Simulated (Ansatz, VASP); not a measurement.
# Two plane-wave programs on KF

File INCAR:

```
SYSTEM = KF
PREC = Accurate
ENCUT = 600
EDIFF = 1E-6
ISMEAR = 0
SIGMA = 0.01
LREAL = .FALSE.
LASPH = .TRUE.
NELM = 120
ALGO = Normal
ISIF = 2
LWAVE = .FALSE.
LCHARG = .FALSE.
GGA = PE
ISYM = 0
NBANDS = 15
GGA_COMPAT = .FALSE.
```

Contents of KPOINTS:

```
Automatic mesh
0
G
  6 6 6
  0 0 0
```

POSCAR

```
KF
1.0
    0.0000000000      2.6589605792      2.6589605792
    2.6589605792      0.0000000000      2.6589605792
    2.6589605792      2.6589605792      0.0000000000
K F
1 1
Direct
    0.0000000000      0.0000000000      0.0000000000
    0.5000000000      0.5000000000      0.5000000000
```

Input for Ansatz:

```yaml
crystal:
  lattice:
    - [0.0, 2.6589605792, 2.6589605792]
    - [2.6589605792, 0.0, 2.6589605792]
    - [2.6589605792, 2.6589605792, 0.0]
  atoms:
    - { symbol: K, position: [0.0, 0.0, 0.0] }
    - { symbol: F, position: [0.5, 0.5, 0.5] }
  symmetry: { detect: false }
kpoints:
  mp_grid: { grid: [6, 6, 6] }
hamiltonian:
  xc: pbe
scf:
  occupations: { method: fixed }
  n_extra_bands: 4
output:
  forces: true
  stress: true
  eigenvalues: true
```

Alike in both runs: task single point; functional PBE; k mesh 6 × 6 × 6; no spin polarisation.

|  | VASP | Ansatz |
| --- | --- | --- |
| version | VASP 6.6.1 | Ansatz 0.2.0 |
| potentials or method | VASP PAW PBE potentials, release 64 (K_sv, F) | plane waves |
| plane-wave cutoff (eV) | 600 | 420 |
| occupations | gaussian, width 0.01 eV | fixed |
| valence electrons in the cell | 16 | 16 |

|  | VASP | Ansatz | Ansatz less VASP |
| --- | --- | --- | --- |
| gap on the k mesh at the Fermi level (eV) | 6.24 | 6.26 | +0.015 |
| pressure (GPa) | 1.9 | 1.9 | -0.02 |
